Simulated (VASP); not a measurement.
HfSc:

```xyz
2
Lattice="3.2401 0.0000 0.0000 -1.6201 2.8060 0.0000 0.0000 0.0000 5.1041" Properties=species:S:1:pos:R:3 pbc="T T T"
Hf    1.6201    0.9353    2.5521
Sc    0.0000    1.8707    0.0000
```

Base run:

```yaml
Program: VASP 6.6.1
Functional: LDA
Potentials_or_basis: VASP PAW LDA potentials, release 64 (Hf_pv, Sc_sv)
Cutoff: 520 eV
k_mesh: 10 × 10 × 6
Occupations: fermi-dirac, width 0.03 eV
Spin: collinear spin
Starting_moments: "[1.6, 1.6] μB"
Fixed_moment: 3.2 μB
```

Its results: net moment 3.20 μB per cell.

Question: The run is repeated on the same cell with these changes: fixed moment from 3.2 μB to none; moments at the start from [1.6, 1.6] to [0.6, 1.0]. What comes out?

Answer: Net moment 0.00 μB per cell.

Caveats: the total moment is fixed, so each spin has its own Fermi level (at least some runs).
